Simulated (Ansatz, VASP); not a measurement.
## One calculation of TaN, two programs

File INCAR:

```
SYSTEM = TaN
PREC = Accurate
ENCUT = 600
EDIFF = 1E-6
ISMEAR = 0
SIGMA = 0.1
LREAL = .FALSE.
LASPH = .TRUE.
NELM = 120
ALGO = Normal
ISIF = 2
LWAVE = .FALSE.
LCHARG = .FALSE.
NBANDS = 36
GGA_COMPAT = .FALSE.
```

KPOINTS

```
Automatic mesh
0
G
  6 6 6
  0 0 0
```

POSCAR

```
TaN
1.0
    5.2084955000      0.0000000000      0.0000000000
   -2.6042477500      4.5106894200      0.0000000000
    0.0000000000      0.0000000000      2.9147477500
Ta N
3 3
Direct
    0.0000000000      0.0000000000      0.0000000000
    0.3333333300      0.6666666700      0.5000000000
    0.6666666700      0.3333333300      0.5000000000
    0.3923921700      0.0000000000      0.0000000000
    0.6076078300      0.6076078300      0.0000000000
    0.0000000000      0.3923921700      0.0000000000
```

Input for Ansatz:

```yaml
crystal:
  lattice:
    - [5.2084955, 0.0, 0.0]
    - [-2.60424775, 4.51068942, 0.0]
    - [0.0, 0.0, 2.91474775]
  atoms:
    - { symbol: Ta, position: [0.0, 0.0, 0.0] }
    - { symbol: Ta, position: [0.33333333, 0.66666667, 0.5] }
    - { symbol: Ta, position: [0.66666667, 0.33333333, 0.5] }
    - { symbol: "N", position: [0.39239217, 0.0, 0.0] }
    - { symbol: "N", position: [0.60760783, 0.60760783, 0.0] }
    - { symbol: "N", position: [0.0, 0.39239217, 0.0] }
basis:
  ecutwfc: 420
kpoints:
  mp_grid: { grid: [6, 6, 6] }
hamiltonian:
  xc: lda
  pseudopotentials: { kind: paw, azcp: { folder: soft_1 } }
scf:
  occupations: { method: gaussian, width: 0.1 }
output:
  forces: true
  stress: true
  eigenvalues: true
```

Alike in both runs: task single point; functional LDA; k mesh 6 × 6 × 6; occupations gaussian, width 0.1 eV; no spin polarisation.

|  | VASP | Ansatz |
| --- | --- | --- |
| version | VASP 6.6.1 | Ansatz 0.2.0 |
| potentials or method | VASP PAW LDA potentials, release 64 (Ta_sv_GW, N), cutoff 600 eV | scalar-relativistic, plane waves, PAW |
| valence electrons in the cell | 54 | 54 |

Ansatz gave:

- gap on the k mesh at the Fermi level (eV): none
- pressure (GPa): -11.8
- traceless stress, the component that is largest in VASP (GPa): -2.05
- rms of the force components (eV/Å): 0.009

Task: Estimate VASP's values.

Result: gap on the k mesh at the Fermi level (eV): none; pressure (GPa): -10.8; traceless stress, the component that is largest in VASP (GPa): -2.06; rms of the force components (eV/Å): 0.005.

Ansatz warns that its potentials were made for another functional, while VASP's fit it. LDA's correlation is that of Perdew and Zunger in VASP and of Perdew and Wang (1992) in Ansatz. Atom by atom the forces differ by 0.004 eV/Å (rms over components). A gap of «none» marks a metal or a gap that the smearing closes.

Neither program's run includes spin-orbit coupling.
